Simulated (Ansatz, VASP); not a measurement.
One calculation of Zn, two programs

```
CELL_PARAMETERS angstrom
-1.52197 1.52197 1.52197
1.52197 -1.52197 1.52197
1.52197 1.52197 -1.52197
ATOMIC_POSITIONS crystal
Zn 0.00000 0.00000 0.00000
```

Change from the starting cell: strain -0.030 along x and y, -0.030 along z, atoms carried along.

Alike in both runs: task single point; functional PBE; k mesh 22 × 22 × 22; occupations gaussian, width 0.15 eV; no spin polarisation.

```csv
,VASP,Ansatz
version,VASP 6.6.1,Ansatz 0.2.0
potentials or method,"VASP PAW PBE potentials, release 64 (Zn), cutoff 520 eV","scalar-relativistic, plane waves, PAW"
valence electrons in the cell,12,12
```

Ansatz gave:

```
gap on the k mesh at the Fermi level (eV) : none
pressure (GPa)                            : 7.1
```

Problem. Estimate VASP's values.

Solution. gap on the k mesh at the Fermi level (eV): none; pressure (GPa): 7.5.

A gap of «none» marks a metal or a gap that the smearing closes. The functional is the same, so the differences come from potentials, cutoffs and numerics.
